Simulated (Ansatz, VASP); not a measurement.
## Two plane-wave programs on Ag

```
Ag
1.0
     4.72601    0.00000    0.00000
    -2.36300    4.09284    0.00000
     0.00000    0.00000    2.83082
Ag
3
Direct
  0.00000 0.00000 0.00000
  0.33333 0.66667 0.50000
  0.66667 0.33333 0.50000
```

Alike in both runs: functional PBE; k mesh 8 × 8 × 11; occupations fermi-dirac, width 0.1 eV; no spin polarisation.

Ansatz relaxed the structure, and its values are those at the end. VASP's run is a single point on that final structure, the one shown.

```csv
,VASP,Ansatz
version,VASP 6.6.1,Ansatz 0.2.0
potentials or method,"VASP PAW PBE potentials, release 64 (Ag), cutoff 520 eV","plane waves (420 eV) with PAW, scalar-relativistic"
valence electrons in the cell,33,57
```

|  | VASP | Ansatz | Ansatz less VASP |
| --- | --- | --- | --- |
| pressure (GPa) | -0.1 | 0.0 | +0.11 |

The functional is the same, so the differences come from potentials, cutoffs and numerics. VASP's potentials hold 33 valence electrons a cell and Ansatz's 57, so a difference there can come from the potentials and not from the codes.
